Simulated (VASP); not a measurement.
# CdS (F-43m) in VASP: further runs

The runs below take CdS through electric field gradients, with PBEsol.

Program: VASP 6.6.1. These are calculated values, not measurements. Logs are shortened: lines on timing, memory, paths and dates and some standing lists are left out, and cuts for length are marked.

**1. The cell of the first run**

The structure is cubic, space group F-43m (No. 216). The conventional cell has a = 5.846 Å, b = 5.846 Å, c = 5.846 Å, α = 90.00°, β = 90.00°, γ = 90.00°. Cd (site symmetry -43m) has 4 S at 2.53 Å within 3.3 Å. S (site symmetry -43m) has 4 Cd at 2.53 Å within 3.3 Å.

**2. Electric field gradients, PBEsol (volume scaled by 0.98)**

File INCAR:

```
PREC = Accurate ; ENCUT = 520
EDIFF = 1E-8 ; ISMEAR = -1
SIGMA = 0.02 ; LREAL = F
LASPH = T ; NELM = 60
ALGO = Normal ; ISIF = 2
LWAVE = F ; LCHARG = F
GGA = PS ; LEFG = T
NBANDS = 16
```

File KPOINTS:

```
regular mesh
0
Gamma
  7 7 7
```

File POSCAR:

```
CdS
1.0
    0.0000000000      2.9232015042      2.9232015042
    2.9232015042      0.0000000000      2.9232015042
    2.9232015042      2.9232015042      0.0000000000
Cd S
1 1
Direct
    0.0000000000      0.0000000000      0.0000000000
    0.7500000000      0.7500000000      0.7500000000
```

Potentials or basis: VASP PAW PBE potentials, release 64 (Cd, S).

Launch:

```console
cat potpaw_PBE.64/Cd/POTCAR potpaw_PBE.64/S/POTCAR > POTCAR
mpirun -np 1 vasp_std > vasp.out
```

OUTCAR:

```text
PREC = Accurate
   ENCUT = 520
   EDIFF = 1E-8
   ISMEAR = -1
   LREAL = F
   LASPH = T
   NELM = 60
   ISIF = 2
   GGA = PS

 ion  position               nearest neighbor table
   1  0.000  0.000  0.000-   2 2.53   2 2.53   2 2.53   2 2.53
   2  0.750  0.750  0.750-   1 2.53   1 2.53   1 2.53   1 2.53

  LATTYP: Found a face centered cubic cell.
 ALAT       =     5.8464030084

  Lattice vectors:

 A1 = (   0.0000000000,   2.9232015042,   2.9232015042)
 A2 = (   2.9232015042,   0.0000000000,   2.9232015042)
 A3 = (   2.9232015042,   2.9232015042,   0.0000000000)

Analysis of symmetry for initial positions (statically):
=====================================================================
 Subroutine PRICEL returns:
 Original cell was already a primitive cell.

 Routine SETGRP: Setting up the symmetry group for a
 face centered cubic supercell.

 Subroutine GETGRP returns: Found 24 space group operations
 (whereof 24 operations were pure point group operations)
 out of a pool of 48 trial point group operations.

The static configuration has the point symmetry T_d .

Analysis of symmetry for dynamics (positions and initial velocities):
=====================================================================
 Subroutine PRICEL returns:
 Original cell was already a primitive cell.

 Routine SETGRP: Setting up the symmetry group for a
 face centered cubic supercell.

 Subroutine GETGRP returns: Found 24 space group operations
 (whereof 24 operations were pure point group operations)
 out of a pool of 48 trial point group operations.

The dynamic configuration has the point symmetry T_d .

 Subroutine INISYM returns: Found 24 space group operations
 (whereof 24 operations are pure point group operations),
 and found     1 'primitive' translations

----------------------------------------------------------------------------------------

                                     Primitive cell

  volume of cell :      49.9581

  direct lattice vectors                    reciprocal lattice vectors
     0.000000000  2.923201504  2.923201504    -0.171045342  0.171045342  0.171045342
     2.923201504  0.000000000  2.923201504     0.171045342 -0.171045342  0.171045342
     2.923201504  2.923201504  0.000000000     0.171045342  0.171045342 -0.171045342

  length of vectors
     4.134031213  4.134031213  4.134031213     0.296259222  0.296259222  0.296259222

  position of ions in fractional coordinates (direct lattice)
     0.000000000  0.000000000  0.000000000
     0.750000000  0.750000000  0.750000000

  ion indices of the primitive-cell ions
   primitive index   ion index
                 1           1
                 2           2

----------------------------------------------------------------------------------------

 KPOINTS: regular mesh

Automatic generation of k-mesh.
 Grid dimensions read from file:
 generate k-points for:    7    7    7

 Generating k-lattice:

  Cartesian coordinates                     Fractional coordinates (reciprocal lattice)
    -0.024435049  0.024435049  0.024435049     0.142857143  0.000000000  0.000000000
     0.024435049 -0.024435049  0.024435049     0.000000000  0.142857143  0.000000000
     0.024435049  0.024435049 -0.024435049     0.000000000  0.000000000  0.142857143

  Length of vectors
     0.042322746  0.042322746  0.042322746

  Shift w.r.t. Gamma in fractional coordinates (k-lattice)
     0.000000000  0.000000000  0.000000000

 Subroutine IBZKPT returns following result:
 ===========================================

 Found     20 irreducible k-points:

 Following reciprocal coordinates:
            Coordinates               Weight
  0.000000  0.000000  0.000000      1.000000
  0.142857  0.000000  0.000000      8.000000
  0.285714  0.000000  0.000000      8.000000
  0.428571  0.000000  0.000000      8.000000
  0.142857  0.142857  0.000000      6.000000
  0.285714  0.142857  0.000000     24.000000
[... 12 lines left out ...]
 -0.428571  0.428571  0.142857     24.000000
 -0.285714  0.428571  0.142857     24.000000
   k-points           NKPTS =     20   k-points in BZ     NKDIM =     20   number of bands    NBANDS=     16
   number of dos      NEDOS =    301   number of ions     NIONS =      2
   total plane-waves  NPLWV =  32768
   dimension x,y,z NGX =    32 NGY =   32 NGZ =   32
   dimension x,y,z NGXF=    64 NGYF=   64 NGZF=   64
   ions per type =               1   1
   NGX,Y,Z   is equivalent  to a cutoff of  12.87, 12.87, 12.87 a.u.
   NGXF,Y,Z  is equivalent  to a cutoff of  25.74, 25.74, 25.74 a.u.
 SYSTEM =  unknown system
   PREC   = accura    normal or accurate (medium, high low for compatibility)
   ISTART =      0    job   : 0-new  1-cont  2-samecut
   ICHARG =      2    charge: 1-file 2-atom 10-const
   ISPIN  =      1    spin polarized calculation?
   LNONCOLLINEAR =      F non collinear calculations
   LSORBIT =      F    spin-orbit coupling
   LASPH  =      T    aspherical Exc in radial PAW
   ENCUT  =  520.0 eV  38.22 Ry    6.18 a.u.   7.69  7.69  7.69*2*pi/ulx,y,z
   NELM   =     60;   NELMIN=  2; NELMDL= -5     # of ELM steps
   EDIFF  = 0.1E-07   stopping-criterion for ELM
   LREAL  =      F    real-space projection
   EDIFFG = 0.1E-06   stopping-criterion for IOM
   NSW    =      0    number of steps for IOM
   IBRION =     -1    ionic relax: 0-MD 1-quasi-New 2-CG
   NFREE  =      0    steps in history (QN), initial steepest desc. (CG)
   ISIF   =      2    stress and relaxation
   ISYM   =      2    0-nonsym 1-usesym 2-fastsym
   POTIM  = 0.5000    time-step for ionic-motion
   TEBEG  =    0.0;   TEEND  =   0.0 temperature during run
   PSTRESS=    0.0 pullay stress
   NELECT =      18.0000    total number of electrons
   NUPDOWN=      -1.0000    fix difference up-down
   EMIN   =  10.00;   EMAX   =-10.00  energy-range for DOS
   EFERMI =   0.00;   METHOD = LEGACY
   ISMEAR =    -1;   SIGMA  =   0.02  broadening in eV -4-tet -1-fermi 0-gaus
   EFERMI_NEDOS =   21; number of points for ismear=-14 and -15
   IALGO  =     38    algorithm
   IMIX   =      4    mixing-type and parameters
     AMIX     =   0.40;   BMIX     =  1.00
     AMIX_MAG =   1.60;   BMIX_MAG =  1.00
  volume/ion in A,a.u.               =      24.98       168.57
  Fermi-wavevector in a.u.,A,eV,Ry     =   1.164922  2.201384 18.463700  1.357044
  Thomas-Fermi vector in A             =   2.301454
   LORBIT       =      0    0 simple, 1 ext, 2 COOP (PROOUT), +10 PAW based schemes
   GGA     = PS    functional components
   LHFCALC =     F    Hartree Fock is set to
   AEXX    =    0.0000 exact exchange contribution
   IVDW    =     0    specifies the selected vdW correction
   LEPSILON=     F    determine dielectric tensor
   LRPA    =     F    only Hartree local field effects (RPA)
 non-spin polarized calculation
  energy-cutoff  :      520.00
  volume of cell :       49.96
 maximum number of plane-waves:      1363
   NGX = 15   NGY = 15   NGZ = 15

 number of electron      18.0000005 magnetization

 Free energy of the ion-electron system (eV)
  ---------------------------------------------------
  ext. energy  EPLUGINS =         0.00000000
  ---------------------------------------------------
  free energy    TOTEN  =        -6.81276414 eV

  energy without entropy =       -6.81276414  energy(sigma->0) =       -6.81276414

 E-fermi :   1.6043     XC(G=0):  -9.3455

 val. band max:        1.1534625933   @ k =   0.0000   0.0000   0.0000
 cond. band min:       2.1470624674   @ k =   0.0000   0.0000   0.0000
 fundamental gap:      0.9935998742
 Fermi energy:         1.6043110225

 k-point     1 :       0.0000    0.0000    0.0000
  band No.  band energies     occupation
      1     -11.1885      2.00000
      2      -6.5504      2.00000
      3      -6.5504      2.00000
      4      -6.5504      2.00000
      5      -6.0716      2.00000
      6      -6.0716      2.00000
[... 8 lines left out ...]
     15      12.5884      0.00000
     16      12.5884      0.00000
[... 343 lines left out ...]
 k-point    20 :      -0.2857    0.4286    0.1429
  band No.  band energies     occupation
      1     -10.6351      2.00000
      2      -6.3417      2.00000
      3      -6.2919      2.00000
      4      -6.1232      2.00000
      5      -6.0544      2.00000
      6      -5.4733      2.00000
[... 8 lines left out ...]
     15      13.3648      0.00000
     16      15.0679      0.00000

------------------------ aborting loop because EDIFF is reached ----------------------------------------

  FORCE on cell =-STRESS in cart. coord.  units (eV):
  Direction    XX          YY          ZZ          XY          YZ          ZX
  --------------------------------------------------------------------------------------
  -------------------------------------------------------------------------------------
  Total       -0.0926159     -0.0926159     -0.0926159      0.0000000      0.0000000      0.0000000
  in kB       -2.9702271     -2.9702271     -2.9702271      0.0000000      0.0000000      0.0000000
  external PRESSURE =      -2.9702271 kB  Pullay stress =       0.0000000 kB

 VOLUME and BASIS-vectors are now :
 -----------------------------------------------------------------------------
  energy-cutoff  :      520.00
  volume of cell :       49.96
      direct lattice vectors                 reciprocal lattice vectors
     0.000000000  2.923201504  2.923201504    -0.171045342  0.171045342  0.171045342
     2.923201504  0.000000000  2.923201504     0.171045342 -0.171045342  0.171045342
     2.923201504  2.923201504  0.000000000     0.171045342  0.171045342 -0.171045342

 POSITION                                       TOTAL-FORCE (eV/Angst)
 -----------------------------------------------------------------------------------
      0.00000      0.00000      0.00000        -0.000000     -0.000000     -0.000000
      4.38480      4.38480      4.38480         0.000000      0.000000      0.000000
 -----------------------------------------------------------------------------------
    total drift:                                0.000000      0.000000      0.000000

  FREE ENERGIE OF THE ION-ELECTRON SYSTEM (eV)
  ---------------------------------------------------
  free  energy   TOTEN  =        -6.8127641405 eV

  energy  without entropy=       -6.8127641405  energy(sigma->0) =       -6.81276414

 Electric field gradients (V/A^2)
---------------------------------------------------------------------
 ion       V_xx      V_yy      V_zz      V_xy      V_xz      V_yz
---------------------------------------------------------------------
   1       0.000    -0.000     0.000     0.002     0.002     0.002
   2       0.000    -0.000     0.000    -0.000    -0.000    -0.000
---------------------------------------------------------------------

 Electric field gradients after diagonalization (V/A^2)
 (convention: |V_zz| > |V_xx| > |V_yy|)
----------------------------------------------------------------------
 ion       V_xx      V_yy      V_zz     asymmetry (V_yy - V_xx)/ V_zz
----------------------------------------------------------------------
   1      -0.002    -0.002     0.004       0.000
   2       0.000     0.000    -0.000       0.000
----------------------------------------------------------------------

           NMR quadrupolar parameters

 Cq : quadrupolar parameter    Cq=e*Q*V_zz/h
 eta: asymmetry parameters     (V_yy - V_xx)/ V_zz
 Q  : nuclear electric quadrupole moment in mb (millibarn)
----------------------------------------------------------------------
 ion       Cq(MHz)       eta       Q (mb)
----------------------------------------------------------------------
   1       0.000       0.000       1.000
   2      -0.000       0.000       1.000
----------------------------------------------------------------------
```

Run time: 16 s. Hardware: 1 thread of Intel Xeon Platinum 8488C (Sapphire Rapids), shared host; peak memory 0.18 GiB.

What came out:

* Free energy: -6.8128 eV
* Pressure: -0.3 GPa
* Band gap on the k mesh: 0.99 eV, direct

Caveat: without QUAD_EFG the Cq values of the log hold for a quadrupole moment of 1 mb, not for the nuclei; the PAW data sets were made with another functional, which shifts forces and pressure a little.

**3. Electric field gradients, PBEsol (volume scaled by 0.98)**

File INCAR:

```
SYSTEM = CdS
PREC = Accurate
ENCUT = 520
EDIFF = 1E-8
ISMEAR = -1
SIGMA = 0.02
LREAL = .False.
LASPH = .True.
NELM = 80
ALGO = Normal
ISIF = 2
LWAVE = .False.
LCHARG = .False.
GGA = PS
LEFG = .True.
NBANDS = 16
```

File KPOINTS:

```
regular mesh
0
Gamma
  7 7 7
  0 0 0
```

POSCAR is that of step 2.

Potentials or basis: VASP PAW PBE potentials, release 64 (Cd, S).

Launch:

```console
cat potpaw_PBE.64/Cd/POTCAR potpaw_PBE.64/S/POTCAR > POTCAR
mpirun -np 1 vasp_std > vasp.out
```

OUTCAR:

```text
SYSTEM = CdS
   PREC = Accurate
   ENCUT = 520
   EDIFF = 1E-8
   ISMEAR = -1
   LREAL = .False.
   LASPH = .True.
   NELM = 80
   ISIF = 2
   GGA = PS

 ion  position               nearest neighbor table
   1  0.000  0.000  0.000-   2 2.53   2 2.53   2 2.53   2 2.53
   2  0.750  0.750  0.750-   1 2.53   1 2.53   1 2.53   1 2.53

  LATTYP: Found a face centered cubic cell.
 ALAT       =     5.8464030084

  Lattice vectors:

 A1 = (   0.0000000000,   2.9232015042,   2.9232015042)
 A2 = (   2.9232015042,   0.0000000000,   2.9232015042)
 A3 = (   2.9232015042,   2.9232015042,   0.0000000000)

Analysis of symmetry for initial positions (statically):
=====================================================================
 Subroutine PRICEL returns:
 Original cell was already a primitive cell.

 Routine SETGRP: Setting up the symmetry group for a
 face centered cubic supercell.

 Subroutine GETGRP returns: Found 24 space group operations
 (whereof 24 operations were pure point group operations)
 out of a pool of 48 trial point group operations.

The static configuration has the point symmetry T_d .

Analysis of symmetry for dynamics (positions and initial velocities):
=====================================================================
 Subroutine PRICEL returns:
 Original cell was already a primitive cell.

 Routine SETGRP: Setting up the symmetry group for a
 face centered cubic supercell.

 Subroutine GETGRP returns: Found 24 space group operations
 (whereof 24 operations were pure point group operations)
 out of a pool of 48 trial point group operations.

[... 152 lines left out ...]
      2      -6.5504      2.00000
      3      -6.5504      2.00000
      4      -6.5504      2.00000
      5      -6.0716      2.00000
      6      -6.0716      2.00000
[... 357 lines left out ...]
      3      -6.2919      2.00000
      4      -6.1232      2.00000
      5      -6.0544      2.00000
      6      -5.4733      2.00000
[... 8 lines left out ...]
     15      13.3648      0.00000
     16      15.0679      0.00000

------------------------ aborting loop because EDIFF is reached ----------------------------------------

  FORCE on cell =-STRESS in cart. coord.  units (eV):
  Direction    XX          YY          ZZ          XY          YZ          ZX
  --------------------------------------------------------------------------------------
  -------------------------------------------------------------------------------------
  Total       -0.0926159     -0.0926159     -0.0926159      0.0000000      0.0000000      0.0000000
  in kB       -2.9702271     -2.9702271     -2.9702271      0.0000000      0.0000000      0.0000000
  external PRESSURE =      -2.9702271 kB  Pullay stress =       0.0000000 kB

 VOLUME and BASIS-vectors are now :
 -----------------------------------------------------------------------------
  energy-cutoff  :      520.00
  volume of cell :       49.96
      direct lattice vectors                 reciprocal lattice vectors
     0.000000000  2.923201504  2.923201504    -0.171045342  0.171045342  0.171045342
     2.923201504  0.000000000  2.923201504     0.171045342 -0.171045342  0.171045342
     2.923201504  2.923201504  0.000000000     0.171045342  0.171045342 -0.171045342

 POSITION                                       TOTAL-FORCE (eV/Angst)
 -----------------------------------------------------------------------------------
      0.00000      0.00000      0.00000        -0.000000     -0.000000     -0.000000
      4.38480      4.38480      4.38480         0.000000      0.000000      0.000000
 -----------------------------------------------------------------------------------
    total drift:                                0.000000      0.000000      0.000000

  FREE ENERGIE OF THE ION-ELECTRON SYSTEM (eV)
  ---------------------------------------------------
  free  energy   TOTEN  =        -6.8127641405 eV

  energy  without entropy=       -6.8127641405  energy(sigma->0) =       -6.81276414

 Electric field gradients (V/A^2)
---------------------------------------------------------------------
 ion       V_xx      V_yy      V_zz      V_xy      V_xz      V_yz
---------------------------------------------------------------------
   1       0.000    -0.000     0.000     0.002     0.002     0.002
   2       0.000    -0.000     0.000    -0.000    -0.000    -0.000
---------------------------------------------------------------------

 Electric field gradients after diagonalization (V/A^2)
 (convention: |V_zz| > |V_xx| > |V_yy|)
----------------------------------------------------------------------
 ion       V_xx      V_yy      V_zz     asymmetry (V_yy - V_xx)/ V_zz
----------------------------------------------------------------------
   1      -0.002    -0.002     0.004       0.000
   2       0.000     0.000    -0.000       0.000
----------------------------------------------------------------------

           NMR quadrupolar parameters

 Cq : quadrupolar parameter    Cq=e*Q*V_zz/h
 eta: asymmetry parameters     (V_yy - V_xx)/ V_zz
 Q  : nuclear electric quadrupole moment in mb (millibarn)
----------------------------------------------------------------------
 ion       Cq(MHz)       eta       Q (mb)
----------------------------------------------------------------------
   1       0.000       0.000       1.000
   2      -0.000       0.000       1.000
----------------------------------------------------------------------
```

Wall time 16 s (1 thread of Intel Xeon Platinum 8488C (Sapphire Rapids), shared host); peak memory 0.18 GiB.

Results:

```yaml
Free_energy: -6.8128 eV
Pressure: -0.3 GPa
Band_gap_on_the_k_mesh: 0.99 eV, direct
```

Levels at points of the mesh, in eV from the valence-band top:
```csv
k point,band 5,band 6,band 7,band 8,band 9,band 10,band 11,band 12,band 13,band 14
"(0.00, 0.00, 0.00)",-7.23,-7.23,0.00,0.00,0.00,0.99,6.45,6.45,6.45,11.17
```

Caveat: without QUAD_EFG the Cq values of the log hold for a quadrupole moment of 1 mb, not for the nuclei; the PAW data sets were made with another functional, which shifts forces and pressure a little.

(Part 1 of 3 ends here.)
